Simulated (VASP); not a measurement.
Wanted: the native input for a VASP 6.6.1 run.

```
Task                   : relaxation of cell and atoms
Functional             : PBE
Potentials or basis    : VASP PAW PBE potentials, release 64 (Sb)
Cutoff                 : 600 eV
k mesh                 : 11 × 11 × 11
Occupations            : fermi-dirac, width 0.05 eV
Spin                   : no spin polarisation
Dipole correction      : no
Further INCAR settings : ALGO = Normal; EDIFF = 1e-06; IBRION = 2; EDIFFG = -0.005; NSW = 45; ISIF = 3
```

The structure of Sb lies in POSCAR:

```
Sb
1.0
    0.0000000000      3.4921930505      3.4921930505
    3.4921930505      0.0000000000      3.4921930505
    3.4921930505      3.4921930505      0.0000000000
Sb
2
Direct
   -0.1250000000     -0.1250000000     -0.1250000000
    0.1250000000      0.1250000000      0.1250000000
```

The input as run:

INCAR

```
ALGO     = Normal         # electronic algorithm
EDIFF    = 1E-6           # SCF threshold, eV
EDIFFG   = -0.005         # ionic threshold
ENCUT    = 600            # plane-wave cutoff, eV
GGA      = PE             # functional
IBRION   = 2              # ionic algorithm
ISIF     = 3              # what is computed and relaxed
ISMEAR   = -1             # smearing method
LASPH    = True           # aspherical terms in the spheres
LCHARG   = False          # write CHGCAR
LREAL    = False          # projectors in reciprocal space
LWAVE    = False          # write WAVECAR
NELM     = 60             # most SCF steps
NSW      = 45             # ionic steps
PREC     = Accurate       # precision mode
SIGMA    = 0.05           # smearing width, eV
```

KPOINTS

```
k-points
0
Gamma
  11 11 11
```

Potentials or basis: VASP PAW PBE potentials, release 64 (Sb).

Launch:

```sh
$ cat potpaw_PBE.64/Sb/POTCAR > POTCAR
$ mpirun -np 1 vasp_std > vasp.out
```

Results of the run:

```json
{
  "Pressure after relaxing": "0.0 GPa",
  "Band gap on the k mesh": "zero (band 5 reaches 4.26 eV, above the bottom of band 6 at 3.50 eV)"
}
```

Caveat: the relaxation stopped at its first step, so nothing moved; spin-orbit coupling is left out, which moves the levels of the heavy elements.

Wall time 28 s on 1 thread of Intel(R) Xeon(R) Platinum 8488C (Sapphire Rapids), on a shared host, peak memory 0.25 GiB.
